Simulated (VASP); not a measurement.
Si:

```
Si
1.0
     2.40387   -2.41595    0.00000
     2.40387    2.41595    0.00000
     0.00000    0.00000    3.79339
Si
2
Cartesian
  2.4039 1.2080 1.8900
  2.4039 -1.2080 1.9034
```

| Property | Result |
| --- | --- |
| Program | VASP 6.6.1 |
| Task | relaxation of cell and atoms |
| Functional | PBE |
| Dispersion | D3(BJ) |
| Potentials or basis | VASP PAW PBE potentials, release 64 (Si) |
| Cutoff | 600 eV |
| k mesh | 16 × 16 × 14 |
| Occupations | gaussian, width 0.1 eV |
| Spin | no spin polarisation |

At the start: pressure -2.5 GPa; volume 22.03 Å³/atom.

Task: How do energy, volume and symmetry change on relaxing?

Result: Over 22 steps the energy falls by 591.5 meV/atom and the volume is 15.62 Å³/atom (-29.1 %); space group Pm-3m (No. 221, to 0.05 Å).

The path:
```csv
step,energy change (eV),largest force (eV/Å),pressure (GPa),volume (Å³)
1,0.0000,0.0009,-2.53,44.06
2,-0.0939,0.0010,-2.33,41.85
3,-0.5564,0.0058,-0.35,35.36
4,0.5958,0.0115,71.79,22.96
5,-0.7136,0.0061,1.53,33.48
6,-0.9292,0.0068,16.31,28.15
7,-0.9357,0.0064,8.63,30.03
8,-0.9503,0.0065,11.01,29.34
9,-0.9690,0.0059,11.51,29.11
10,-0.9948,0.0044,13.90,28.45
11,-1.0235,0.0034,12.38,28.70
12,-1.0924,0.0008,8.21,29.44
13,-1.1639,0.0033,1.38,30.95
14,-1.1721,0.0048,-1.08,31.61
15,-1.1723,0.0050,-1.50,31.74
16,-1.1758,0.0050,-1.33,31.66
17,-1.1818,0.0052,-0.76,31.47
18,-1.1758,0.0054,0.67,31.06
19,-1.1827,0.0052,-0.44,31.37
20,-1.1827,0.0053,-0.41,31.36
21,-1.1828,0.0051,-0.22,31.30
22,-1.1829,0.0049,0.01,31.24
```

Final structure:
```
Si
1.0
     2.50475   -2.50543    0.00000
     2.50475    2.50543    0.00000
     0.00000    0.00000    2.48898
Si
2
Cartesian
  2.5047 1.2527 1.2405
  2.5047 -1.2527 1.2485
```

Caveat: the volume moved by over 15 % at a fixed basis, so the end points are rough; pairwise dispersion overbinds metals, which lowers pressure and volume.
